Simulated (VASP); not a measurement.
Write the native input for VASP 6.6.1 that does the following.

- Task: single point
- Functional: PBE
- Potentials or basis: VASP PAW PBE potentials, release 64 (Ge_d)
- Cutoff: 520 eV
- k mesh: 4 × 4 × 4
- Occupations: gaussian, width 0.1 eV
- Spin: no spin polarisation
- Dipole correction: no
- Further INCAR settings: ALGO = Normal; EDIFF = 1e-07; NBANDS = 66

The structure of Ge lies in POSCAR:

```
Ge
1.0
    3.5198728955     -4.0811581414      0.0000000000
    3.5198728955      4.0811581414      0.0000000000
    0.0000000000      0.0000000000      7.0623881972
Ge
8
Direct
    0.3122753428      0.0454141753      0.4114210059
    0.4545858247      0.1877246572      0.0885789941
    0.0454141753      0.3122753428      0.5885789941
    0.1877246572      0.4545858247      0.9114210059
    0.9545858247      0.6877246572      0.4114210059
    0.6877246572      0.9545858247      0.5885789941
    0.8122753428      0.5454141753      0.0885789941
    0.5454141753      0.8122753428      0.9114210059
```

The cell was built from a structure type or drawn by symmetry, and may not be a known phase.

These files were run (other wordings do the same):

INCAR

```
PREC = Accurate
ENCUT = 520
EDIFF = 1E-7
ISMEAR = 0
SIGMA = 0.1
LREAL = F
LASPH = T
NELM = 80
ALGO = Normal
ISIF = 2
LWAVE = F
LCHARG = T
GGA = PE
LELF = T
LVHAR = T
NBANDS = 66
```

KPOINTS

```
Automatic mesh
0
Gamma
  4 4 4
```

Potentials or basis: VASP PAW PBE potentials, release 64 (Ge_d).

The run is started by

```console
$ cat potpaw_PBE.64/Ge_d/POTCAR > POTCAR
$ mpirun -np 1 vasp_std > vasp.out
```

Results of the run:

The pressure is 0.0 GPa and the largest force is 0.004 eV/Å.

It took 2.3 min on 1 thread of Intel(R) Xeon(R) 6975P-C (Granite Rapids), with other jobs on the host, peak memory 0.38 GiB.
